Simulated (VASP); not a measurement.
# InAs in VASP: single point with PBE

Aim: the single point of InAs with PBE.

Everything below comes from runs of VASP 6.6.1. Logs are shortened: lines on timing, memory, paths and dates and some standing lists are left out, and cuts for length are marked.

### 1 The cell of the first run

The cell holds a slab with vacuum, 16 atoms: a = 8.749 Å, b = 6.187 Å, c = 22.562 Å, α = 90.00°, β = 90.00°, γ = 90.00°.

### 2 Single point, PBE

INCAR reads:

```
SYSTEM = InAs
PREC = Accurate
ENCUT = 520
EDIFF = 1E-6
ISMEAR = 0
SIGMA = 0.1
LREAL = Auto
LASPH = .TRUE.
NELM = 60
ALGO = Normal
ISIF = 2
LWAVE = .FALSE.
LCHARG = .TRUE.
LDIPOL = .TRUE.
IDIPOL = 3
DIPOL = 0.5 0.5 0.500
GGA = PE
LELF = .TRUE.
LVHAR = .TRUE.
LVACPOTAV = .TRUE.
NBANDS = 86
```

KPOINTS reads:

```
Automatic mesh
0
G
  2 3 1
  0 0 0
```

POSCAR reads:

```
InAs
1.0
    8.7493989332      0.0000000000      0.0000000000
    0.0000000000      6.1867593170      0.0000000000
    0.0000000000      0.0000000000     22.5620491999
In As
8 8
Direct
    0.2500000000      0.5000000000      0.3545777216
    0.7500000000      0.5000000000      0.3545777216
    0.5000000000      0.0000000000      0.4515259072
    0.0000000000      0.0000000000      0.4515259072
    0.7500000000      0.5057039381      0.5543758696
    0.2500000000      0.5057039381      0.5543758696
    0.0000000000     -0.0593295042      0.6264227951
    0.5000000000     -0.0593295042      0.6264227951
    0.5000000000      0.2500000000      0.3545777216
    0.0000000000      0.2500000000      0.3545777216
    0.7500000000      0.7500000000      0.4515259072
    0.2500000000      0.7500000000      0.4515259072
    0.0000000000      0.2577319276      0.5485411516
    0.5000000000      0.2577319276      0.5485411516
    0.2500000000      0.7267447786      0.6568830015
    0.7500000000      0.7267447786      0.6568830015
```

Potentials or basis: VASP PAW PBE potentials, release 64 (In_d, As).

Run with:

```console
cat potpaw_PBE.64/In_d/POTCAR potpaw_PBE.64/As/POTCAR > POTCAR
mpirun -np 1 vasp_std > vasp.out
```

OUTCAR:

```text
SYSTEM = InAs
   PREC = Accurate
   ENCUT = 520
   EDIFF = 1E-6
   ISMEAR = 0
   LREAL = Auto
   LASPH = .TRUE.
   NELM = 60
   ISIF = 2
   GGA = PE

 ion  position               nearest neighbor table
   1  0.250  0.500  0.355-   9 2.68  10 2.68  12 2.68
   2  0.750  0.500  0.355-   9 2.68  10 2.68  11 2.68
   3  0.500  0.000  0.452-  11 2.68  12 2.68   9 2.68  14 2.71   8 3.96
   4  0.000  0.000  0.452-  11 2.68  12 2.68  10 2.68  13 2.71   7 3.96
   5  0.750  0.506  0.554-  13 2.67  14 2.67  16 2.69  11 2.77   7 3.83   8 3.83
   6  0.250  0.506  0.554-  13 2.67  14 2.67  15 2.69  12 2.77   7 3.83   8 3.83
   7  0.000  0.941  0.626-  13 2.63  15 2.65  16 2.65   6 3.83   5 3.83   4 3.96
   8  0.500  0.941  0.626-  14 2.63  15 2.65  16 2.65   6 3.83   5 3.83   3 3.96
   9  0.500  0.250  0.355-   1 2.68   2 2.68   3 2.68
  10  0.000  0.250  0.355-   1 2.68   2 2.68   4 2.68
  11  0.750  0.750  0.452-   3 2.68   4 2.68   2 2.68   5 2.77
  12  0.250  0.750  0.452-   3 2.68   4 2.68   1 2.68   6 2.77
  13  0.000  0.258  0.549-   7 2.63   6 2.67   5 2.67   4 2.71
  14  0.500  0.258  0.549-   8 2.63   6 2.67   5 2.67   3 2.71
  15  0.250  0.727  0.657-   7 2.65   8 2.65   6 2.69
  16  0.750  0.727  0.657-   7 2.65   8 2.65   5 2.69

  LATTYP: Found a simple orthorhombic cell.
 ALAT       =     6.1867593170
 B/A-ratio  =     1.4142135624
 C/A-ratio  =     3.6468283384

  Lattice vectors:

 A1 = (   0.0000000000,  -6.1867593170,   0.0000000000)
 A2 = (   8.7493989332,   0.0000000000,   0.0000000000)
 A3 = (   0.0000000000,   0.0000000000,  22.5620491999)

Analysis of symmetry for initial positions (statically):
=====================================================================
 Subroutine PRICEL returns following result:

  LATTYP: Found a simple orthorhombic cell.
 ALAT       =     4.3746994666
 B/A-ratio  =     1.4142135624
 C/A-ratio  =     5.1573940958

  Lattice vectors:

 A1 = (   4.3746994666,   0.0000000000,   0.0000000000)
 A2 = (   0.0000000000,   6.1867593170,   0.0000000000)
 A3 = (   0.0000000000,   0.0000000000,  22.5620491999)

   2 primitive cells build up your supercell.

 Routine SETGRP: Setting up the symmetry group for a
 simple orthorhombic supercell.

 Subroutine GETGRP returns: Found  2 space group operations
 (whereof  2 operations were pure point group operations)
 out of a pool of  8 trial point group operations.

The static configuration has the point symmetry C_1h.

Analysis of symmetry for dynamics (positions and initial velocities):
=====================================================================
 Subroutine PRICEL returns following result:

  LATTYP: Found a simple orthorhombic cell.
 ALAT       =     4.3746994666
 B/A-ratio  =     1.4142135624
 C/A-ratio  =     5.1573940958

  Lattice vectors:

 A1 = (   4.3746994666,   0.0000000000,   0.0000000000)
 A2 = (   0.0000000000,   6.1867593170,   0.0000000000)
 A3 = (   0.0000000000,   0.0000000000,  22.5620491999)

   2 primitive cells build up your supercell.

 Routine SETGRP: Setting up the symmetry group for a
 simple orthorhombic supercell.

 Subroutine GETGRP returns: Found  2 space group operations
 (whereof  2 operations were pure point group operations)
 out of a pool of  8 trial point group operations.

The dynamic configuration has the point symmetry C_1h.

 Subroutine INISYM returns: Found  2 space group operations
 (whereof  2 operations are pure point group operations),
 and found     2 'primitive' translations

----------------------------------------------------------------------------------------

                                     Primitive cell

  volume of cell :     610.6467

  direct lattice vectors                    reciprocal lattice vectors
     4.374699467  0.000000000  0.000000000     0.228587131  0.000000000  0.000000000
     0.000000000  6.186759317  0.000000000     0.000000000  0.161635510  0.000000000
     0.000000000  0.000000000 22.562049200     0.000000000  0.000000000  0.044322215

  length of vectors
     4.374699467  6.186759317 22.562049200     0.228587131  0.161635510  0.044322215

  position of ions in fractional coordinates (direct lattice)
     0.500000000  0.500000000  0.354577722
     0.000000000  0.000000000  0.451525907
     0.500000000  0.505703938  0.554375870
     0.000000000  0.940670496  0.626422795
     0.000000000  0.250000000  0.354577722
     0.500000000  0.750000000  0.451525907
     0.000000000  0.257731928  0.548541152
     0.500000000  0.726744779  0.656883001

  ion indices of the primitive-cell ions
   primitive index   ion index
                 1           1
                 2           3
                 3           6
                 4           7
                 5           9
                 6          12
                 7          13
                 8          15

----------------------------------------------------------------------------------------

 KPOINTS: Automatic mesh

Automatic generation of k-mesh.
 Grid dimensions read from file:
 generate k-points for:    2    3    1

 Generating k-lattice:

  Cartesian coordinates                     Fractional coordinates (reciprocal lattice)
     0.057146783  0.000000000  0.000000000     0.500000000  0.000000000  0.000000000
     0.000000000  0.053878503  0.000000000     0.000000000  0.333333333  0.000000000
     0.000000000  0.000000000  0.044322215     0.000000000  0.000000000  1.000000000

  Length of vectors
     0.057146783  0.053878503  0.044322215

  Shift w.r.t. Gamma in fractional coordinates (k-lattice)
     0.000000000  0.000000000  0.000000000

 Subroutine IBZKPT returns following result:
 ===========================================

 Found      4 irreducible k-points:

 Following reciprocal coordinates:
            Coordinates               Weight
  0.000000  0.000000  0.000000      1.000000
  0.500000  0.000000  0.000000      1.000000
  0.000000  0.333333  0.000000      2.000000
  0.500000  0.333333  0.000000      2.000000
   k-points           NKPTS =      4   k-points in BZ     NKDIM =      4   number of bands    NBANDS=     86
   number of dos      NEDOS =    301   number of ions     NIONS =     16
   total plane-waves  NPLWV = 564480
   dimension x,y,z NGX =    70 NGY =   48 NGZ =  168
   dimension x,y,z NGXF=   140 NGYF=   96 NGZF=  336
   ions per type =               8   8
   NGX,Y,Z   is equivalent  to a cutoff of  13.30, 12.90, 12.38 a.u.
   NGXF,Y,Z  is equivalent  to a cutoff of  26.60, 25.80, 24.76 a.u.
 SYSTEM =  InAs
   PREC   = accura    normal or accurate (medium, high low for compatibility)
   ISTART =      0    job   : 0-new  1-cont  2-samecut
   ICHARG =      2    charge: 1-file 2-atom 10-const
   ISPIN  =      1    spin polarized calculation?
   LNONCOLLINEAR =      F non collinear calculations
   LSORBIT =      F    spin-orbit coupling
   LASPH  =      T    aspherical Exc in radial PAW
   ENCUT  =  520.0 eV  38.22 Ry    6.18 a.u.  16.27 11.50 41.95*2*pi/ulx,y,z
   NELM   =     60;   NELMIN=  2; NELMDL= -5     # of ELM steps
   EDIFF  = 0.1E-05   stopping-criterion for ELM
   LREAL  =      T    real-space projection
   EDIFFG = 0.1E-04   stopping-criterion for IOM
   NSW    =      0    number of steps for IOM
   IBRION =     -1    ionic relax: 0-MD 1-quasi-New 2-CG
   NFREE  =      0    steps in history (QN), initial steepest desc. (CG)
   ISIF   =      2    stress and relaxation
   ISYM   =      2    0-nonsym 1-usesym 2-fastsym
   POTIM  = 0.5000    time-step for ionic-motion
   TEBEG  =    0.0;   TEEND  =   0.0 temperature during run
   PSTRESS=    0.0 pullay stress
   NELECT =     144.0000    total number of electrons
   NUPDOWN=      -1.0000    fix difference up-down
   EMIN   =  10.00;   EMAX   =-10.00  energy-range for DOS
   EFERMI =   0.00;   METHOD = LEGACY
   ISMEAR =     0;   SIGMA  =   0.10  broadening in eV -4-tet -1-fermi 0-gaus
   EFERMI_NEDOS =   21; number of points for ismear=-14 and -15
   IALGO  =     38    algorithm
   IMIX   =      4    mixing-type and parameters
     AMIX     =   0.40;   BMIX     =  1.00
     AMIX_MAG =   1.60;   BMIX_MAG =  1.00
  volume/ion in A,a.u.               =      76.33       515.11
  Fermi-wavevector in a.u.,A,eV,Ry     =   0.802766  1.517008  8.768048  0.644433
  Thomas-Fermi vector in A             =   1.910506
   LORBIT       =      0    0 simple, 1 ext, 2 COOP (PROOUT), +10 PAW based schemes
   GGA     = PE    functional components
   LHFCALC =     F    Hartree Fock is set to
   AEXX    =    0.0000 exact exchange contribution
   IVDW    =     0    specifies the selected vdW correction
   LEPSILON=     F    determine dielectric tensor
   LRPA    =     F    only Hartree local field effects (RPA)
 non-spin polarized calculation
 Gauss-broadening in eV      SIGMA  =   0.10
  energy-cutoff  :      520.00
  volume of cell :     1221.29
 maximum number of plane-waves:     32996
 NGX is ok and might be reduce to    70
   NGX = 33   NGY = 23   NGZ = 83

 number of electron     144.0000025 magnetization

 dipolmoment           0.000000      0.000000      0.048026 electrons x Angstroem

 Free energy of the ion-electron system (eV)
  ---------------------------------------------------
  ext. energy  EPLUGINS =         0.00000000
  ---------------------------------------------------
  free energy    TOTEN  =       -57.37564953 eV

  energy without entropy =      -57.37559328  energy(sigma->0) =      -57.37562140

 E-fermi :  -1.1900     XC(G=0):  -4.0291

 val. band max:       -1.4314266328   @ k =   0.0000   0.0000   0.0000
 cond. band min:      -0.9488740044   @ k =   0.0000   0.0000   0.0000
 fundamental gap:      0.4825526284
 Fermi energy:        -1.1900174240

 k-point     1 :       0.0000    0.0000    0.0000
  band No.  band energies     occupation
      1     -15.8745      2.00000
      2     -15.8727      2.00000
      3     -15.8190      2.00000
      4     -15.8179      2.00000
      5     -15.8073      2.00000
      6     -15.8011      2.00000
[... 76 lines left out ...]
     83       1.3992      0.00000
     84       1.5145      0.00000

 k-point     2 :       0.5000    0.0000    0.0000
  band No.  band energies     occupation
      1     -15.8709      2.00000
      2     -15.8709      2.00000
      3     -15.8166      2.00000
      4     -15.8166      2.00000
      5     -15.8012      2.00000
      6     -15.8012      2.00000
[... 76 lines left out ...]
     83       1.8614      0.00000
     84       1.8614      0.00000

 k-point     3 :       0.0000    0.3333    0.0000
  band No.  band energies     occupation
      1     -15.8853      2.00000
      2     -15.8594      2.00000
      3     -15.8142      2.00000
      4     -15.8140      2.00000
      5     -15.8080      2.00000
      6     -15.8004      2.00000
[... 76 lines left out ...]
     83       1.5993      0.00000
     84       2.0802      0.00000

 k-point     4 :       0.5000    0.3333    0.0000
  band No.  band energies     occupation
      1     -15.8718      2.00000
      2     -15.8718      2.00000
      3     -15.8135      2.00000
      4     -15.8135      2.00000
      5     -15.8013      2.00000
      6     -15.8013      2.00000
[... 76 lines left out ...]
     83       2.4347      0.00000
     84       2.4347      0.00000
 [bands above 84 left out]

------------------------ aborting loop because EDIFF is reached ----------------------------------------

  FORCE on cell =-STRESS in cart. coord.  units (eV):
  Direction    XX          YY          ZZ          XY          YZ          ZX
  --------------------------------------------------------------------------------------
  -------------------------------------------------------------------------------------
  Total       -2.0940653     -2.9688983      0.2587066      0.0000000      2.8170198      0.0000000
  in kB       -2.7471401     -3.8948069      0.3393893      0.0000000      3.6955620      0.0000000
  external PRESSURE =      -2.1008526 kB  Pullay stress =       0.0000000 kB

 VOLUME and BASIS-vectors are now :
 -----------------------------------------------------------------------------
  energy-cutoff  :      520.00
  volume of cell :     1221.29
      direct lattice vectors                 reciprocal lattice vectors
     8.749398933  0.000000000  0.000000000     0.114293565  0.000000000  0.000000000
     0.000000000  6.186759317  0.000000000     0.000000000  0.161635510  0.000000000
     0.000000000  0.000000000 22.562049200     0.000000000  0.000000000  0.044322215

 POSITION                                       TOTAL-FORCE (eV/Angst)
 -----------------------------------------------------------------------------------
      2.18735      3.09338      8.00000        -0.000000     -0.844167      1.011019
      6.56205      3.09338      8.00000         0.000000     -0.844167      1.011019
      4.37470      0.00000     10.18735         0.000000      0.321528      0.132898
      0.00000      0.00000     10.18735         0.000000      0.321528      0.132898
      6.56205      3.12867     12.50786        -0.000000     -0.000997      0.007018
      2.18735      3.12867     12.50786        -0.000000     -0.000997      0.007018
[... 8 lines left out ...]
      2.18735      4.49620     14.82063         0.000000      0.000755      0.015760
      6.56205      4.49620     14.82063         0.000000      0.000755      0.015760
 -----------------------------------------------------------------------------------
    total drift:                                0.000000     -0.058977      0.045024

  FREE ENERGIE OF THE ION-ELECTRON SYSTEM (eV)
  ---------------------------------------------------
  free  energy   TOTEN  =       -57.3756495312 eV

  energy  without entropy=      -57.3755932751  energy(sigma->0) =      -57.37562140

 vacuum level on the upper side and lower side of the slab         3.380         3.220
```

Run time: 13 min. Hardware: 1 thread of Intel Xeon 6975P-C (Granite Rapids), shared host; peak memory 1.1 GiB.

What came out:

```
Free energy            : -57.3756 eV
Largest force          : 1.317 eV/Å
Band gap on the k mesh : 0.48 eV
```

Forces on the atoms (eV/Å):
```
In   0.000 -0.844  1.011
In   0.000 -0.844  1.011
In   0.000  0.322  0.133
In   0.000  0.322  0.133
In   0.000 -0.001  0.007
In   0.000 -0.001  0.007
In   0.000 -0.001 -0.013
In   0.000 -0.001 -0.013
As   0.000  0.216 -1.068
As   0.000  0.216 -1.068
As   0.000  0.311 -0.099
As   0.000  0.311 -0.099
As   0.000 -0.002  0.013
As   0.000 -0.002  0.013
As   0.000  0.001  0.016
As   0.000  0.001  0.016
```

Levels at points of the mesh, in eV from the valence-band top:
```tsv
k point	band 69	band 70	band 71	band 72	band 73	band 74	band 75	band 76
(0.00, 0.00, 0.00)	-0.37	-0.26	-0.17	0.00	0.48	0.85	1.29	1.50
(0.50, 0.00, 0.00)	-0.73	-0.73	-0.15	-0.15	0.88	0.88	1.96	1.96
```

Caveat: spin-orbit coupling is left out, which moves the levels of the heavy elements.
